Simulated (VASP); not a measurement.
# O (P6_3/mmc) in VASP: relaxation of cell and atoms with PBE

Aim: the relaxation of cell and atoms of O with PBE.

Everything below comes from runs of VASP 6.6.1. Logs are shortened: lines on timing, memory, paths and dates and some standing lists are left out, and cuts for length are marked.

**1. The cell of the first run**

Symmetry: P6_3/mmc, No. 194, hexagonal system. Conventional cell: a = 2.512 Å, b = 2.512 Å, c = 4.070 Å, α = 90.00°, β = 90.00°, γ = 120.00°. Within 3.3 Å of O (site symmetry -6m2) lie 12 O at 2.50 to 2.51 Å.

**2. Relaxation of cell and atoms, PBE**

The input, INCAR:

```
ALGO     = Normal         # electronic algorithm
EDIFF    = 1E-6           # SCF threshold, eV
EDIFFG   = -0.005         # ionic threshold
ENCUT    = 600            # plane-wave cutoff, eV
GGA      = PE             # functional
IBRION   = 2              # ionic algorithm
ISIF     = 3              # what is computed and relaxed
ISMEAR   = -1             # smearing method
LASPH    = T              # aspherical terms in the spheres
LCHARG   = F              # write CHGCAR
LREAL    = F              # projectors in reciprocal space
LWAVE    = F              # write WAVECAR
NELM     = 80             # most SCF steps
NSW      = 100            # ionic steps
PREC     = Accurate       # precision mode
SIGMA    = 0.08           # smearing width, eV
```

The input, KPOINTS:

```
k-points
0
Gamma
  15 15 8
```

The input, POSCAR:

```
O
1.0
    2.5123336524      0.0000000000      0.0000000000
   -1.2561668262      2.1757447658      0.0000000000
    0.0000000000      0.0000000000      4.0699805169
O
2
Direct
    0.3333333333      0.6666666667      0.2500000000
    0.6666666667      0.3333333333      0.7500000000
```

Potentials or basis: VASP PAW PBE potentials, release 64 (O).

The run is started by

```
$ cat potpaw_PBE.64/O/POTCAR > POTCAR
$ mpirun -np 1 vasp_std > vasp.out
```

OUTCAR:

```text
EDIFF = 1E-6
   EDIFFG = -0.005
   ENCUT = 600
   GGA = PE
   IBRION = 2
   ISIF = 3
   ISMEAR = -1
   LASPH = T
   LREAL = F
   NELM = 80
   NSW = 100
   PREC = Accurate

 ion  position               nearest neighbor table
   1  0.333  0.667  0.250-
   2  0.667  0.333  0.750-

  LATTYP: Found a hexagonal cell.
 ALAT       =     2.5123336524
 C/A-ratio  =     1.6200000000

  Lattice vectors:

 A1 = (   2.5123336524,   0.0000000000,   0.0000000000)
 A2 = (  -1.2561668262,   2.1757447658,   0.0000000000)
 A3 = (   0.0000000000,   0.0000000000,   4.0699805169)

Analysis of symmetry for initial positions (statically):
=====================================================================
 Subroutine PRICEL returns:
 Original cell was already a primitive cell.

 Routine SETGRP: Setting up the symmetry group for a
 hexagonal supercell.

 Subroutine GETGRP returns: Found 24 space group operations
 (whereof 12 operations were pure point group operations)
 out of a pool of 24 trial point group operations.

The static configuration has the point symmetry D_3d.
 The point group associated with its full space group is D_6h.

Analysis of symmetry for dynamics (positions and initial velocities):
=====================================================================
 Subroutine PRICEL returns:
 Original cell was already a primitive cell.

 Routine SETGRP: Setting up the symmetry group for a
 hexagonal supercell.

 Subroutine GETGRP returns: Found 24 space group operations
 (whereof 12 operations were pure point group operations)
 out of a pool of 24 trial point group operations.

The dynamic configuration has the point symmetry D_3d.
 The point group associated with its full space group is D_6h.

 Subroutine INISYM returns: Found 24 space group operations
 (whereof 12 operations are pure point group operations),
 and found     1 'primitive' translations

----------------------------------------------------------------------------------------

                                     Primitive cell

  volume of cell :      22.2473

  direct lattice vectors                    reciprocal lattice vectors
     2.512333652  0.000000000  0.000000000     0.398036303  0.229806367  0.000000000
    -1.256166826  2.175744766  0.000000000     0.000000000  0.459612734  0.000000000
     0.000000000  0.000000000  4.069980517     0.000000000  0.000000000  0.245701422

  length of vectors
     2.512333652  2.512333652  4.069980517     0.459612734  0.459612734  0.245701422

  position of ions in fractional coordinates (direct lattice)
     0.333333333  0.666666667  0.250000000
     0.666666667  0.333333333  0.750000000

[... 67 lines left out ...]
   PREC   = accura    normal or accurate (medium, high low for compatibility)
   ISTART =      0    job   : 0-new  1-cont  2-samecut
   ICHARG =      2    charge: 1-file 2-atom 10-const
   ISPIN  =      1    spin polarized calculation?
   LNONCOLLINEAR =      F non collinear calculations
   LSORBIT =      F    spin-orbit coupling
   LASPH  =      T    aspherical Exc in radial PAW
   ENCUT  =  600.0 eV  44.10 Ry    6.64 a.u.   5.02  5.02  8.13*2*pi/ulx,y,z
   NELM   =     80;   NELMIN=  2; NELMDL= -5     # of ELM steps
   EDIFF  = 0.1E-05   stopping-criterion for ELM
   LREAL  =      F    real-space projection
   EDIFFG = -.5E-02   stopping-criterion for IOM
   NSW    =    100    number of steps for IOM
   IBRION =      2    ionic relax: 0-MD 1-quasi-New 2-CG
   NFREE  =      1    steps in history (QN), initial steepest desc. (CG)
   ISIF   =      3    stress and relaxation
   ISYM   =      2    0-nonsym 1-usesym 2-fastsym
   POTIM  = 0.5000    time-step for ionic-motion
   TEBEG  =    0.0;   TEEND  =   0.0 temperature during run
   PSTRESS=    0.0 pullay stress
   NELECT =      12.0000    total number of electrons
   NUPDOWN=      -1.0000    fix difference up-down
   EMIN   =  10.00;   EMAX   =-10.00  energy-range for DOS
   EFERMI =   0.00;   METHOD = LEGACY
   ISMEAR =    -1;   SIGMA  =   0.08  broadening in eV -4-tet -1-fermi 0-gaus
   EFERMI_NEDOS =   21; number of points for ismear=-14 and -15
   IALGO  =     38    algorithm
   IMIX   =      4    mixing-type and parameters
     AMIX     =   0.40;   BMIX     =  1.00
     AMIX_MAG =   1.60;   BMIX_MAG =  1.00
  volume/ion in A,a.u.               =      11.12        75.07
  Fermi-wavevector in a.u.,A,eV,Ry     =   1.332629  2.518304 24.162601  1.775901
  Thomas-Fermi vector in A             =   2.461550
   LORBIT       =      0    0 simple, 1 ext, 2 COOP (PROOUT), +10 PAW based schemes
   GGA     = PE    functional components
   LHFCALC =     F    Hartree Fock is set to
   AEXX    =    0.0000 exact exchange contribution
   IVDW    =     0    specifies the selected vdW correction
   LEPSILON=     F    determine dielectric tensor
   LRPA    =     F    only Hartree local field effects (RPA)
 conjugate gradient relaxation of ions
 non-spin polarized calculation
  energy-cutoff  :      600.00
  volume of cell :       22.25
 maximum number of plane-waves:       764
 NGX is ok and might be reduce to    20
   NGX =  9   NGY =  9   NGZ = 17

--------------------------------------- Ionic step        1  -------------------------------------------

 number of electron      11.9999995 magnetization

 Free energy of the ion-electron system (eV)
  ---------------------------------------------------
  ext. energy  EPLUGINS =         0.00000000
  ---------------------------------------------------
  free energy    TOTEN  =        -4.07645764 eV

  energy without entropy =       -3.99207228  energy(sigma->0) =       -4.03426496

 E-fermi :  -1.4975     XC(G=0): -10.2633

 val. band max:       -1.4992681641   @ k =   0.1333   0.1333   0.3750
 cond. band min:      -1.4971699055   @ k =   0.3333   0.2000   0.3750
 fundamental gap:      0.0020982586
 Fermi energy:        -1.4975244873
[... 1046 lines left out ...]
 k-point    24 :       0.4000    0.2000    0.0000
  band No.  band energies     occupation
      1     -15.3038      2.00000
      2     -13.4774      2.00000
      3      -3.1912      2.00000
      4       1.2462      2.00000
      5       1.4856      2.00000
      6       3.1001      1.99997
      7       3.1022      1.99997
      8       5.5738      0.00000
      9      20.9751      0.00000
     10      27.0350      0.00000

 [... further k-points ...]

[... ionic steps 4 to 17 ...]

--------------------------------------- Ionic step       18  -------------------------------------------

 number of electron      11.9999998 magnetization

------------------------ aborting loop because EDIFF is reached ----------------------------------------
[... 67 lines left out ...]
--------------------------------------- Ionic step       20  -------------------------------------------

 number of electron      11.9999999 magnetization

 Free energy of the ion-electron system (eV)
  ---------------------------------------------------
  ext. energy  EPLUGINS =         0.00000000
  ---------------------------------------------------
  free energy    TOTEN  =        -5.82155619 eV

  energy without entropy =       -5.79785026  energy(sigma->0) =       -5.80970322

 E-fermi :   2.2024     XC(G=0): -11.7793

 val. band max:        2.1881531541   @ k =   0.2000   0.0667   0.0000
 cond. band min:       2.2026000658   @ k =   0.3333   0.1333   0.0000
 fundamental gap:      0.0144469117
 Fermi energy:         2.2023622348
[... 341 lines left out ...]
  FREE ENERGIE OF THE ION-ELECTRON SYSTEM (eV)
  ---------------------------------------------------
  free  energy   TOTEN  =        -5.8215561880 eV

  energy  without entropy=       -5.7978502584  energy(sigma->0) =       -5.80970322

 reached required accuracy - stopping structural energy minimisation
```

CONTCAR:

```text
O
   1.00000000000000
     2.6714625438613724    0.0000000000000000    0.0000000000000000
    -1.3357312719306862    2.3135544282848604    0.0000000000000000
     0.0000000000000000    0.0000000000000001    2.6308872575789777
  O
     2
Direct
     0.3333333332999970    0.6666666667000030    0.2500000000000000
     0.6666666667000030    0.3333333332999970    0.7500000000000000

  0.00000000E+00  0.00000000E+00  0.00000000E+00
  0.00000000E+00  0.00000000E+00  0.00000000E+00
```

Run time: 4.9 min. Hardware: 1 thread of Intel Xeon Platinum 8259CL at 2.50GHz (Skylake/Cascade Lake), shared host; peak memory 0.16 GiB.

What came out:

* Free energy: -5.8216 eV
* Relaxed volume: 8.13 Å³/atom
* Relaxed cell: a = 2.671 Å, b = 2.671 Å, c = 2.631 Å, α = 90.00°, β = 90.00°, γ = 120.00°
* Space group after relaxing (to 0.1 Å): P6_3/mmc (No. 194)
* Pressure after relaxing: 0.0 GPa
* Band gap on the k mesh: zero (bands 6 and 7 overlap by 1.92 eV)

Final structure:
```
O
1.0
     2.67146    0.00000    0.00000
    -1.33573    2.31355    0.00000
     0.00000    0.00000    2.63089
O
2
Direct
  0.33333 0.66667 0.25000
  0.66667 0.33333 0.75000
```

Levels at points of the mesh, in eV from the Fermi level:
```csv
k point,band 2,band 3,band 4,band 5,band 6,band 7,band 8,band 9,band 10
"(0.00, 0.00, 0.00)",-13.60,-4.52,-2.71,-2.71,0.62,0.62,2.23,15.06,17.16
"(0.00, 0.00, 0.50)",-18.45,-1.64,-1.64,-0.91,-0.91,-0.91,-0.91,18.89,18.89
```

Caveat: the volume moved by over 15 % at a fixed basis, so the end points are rough.
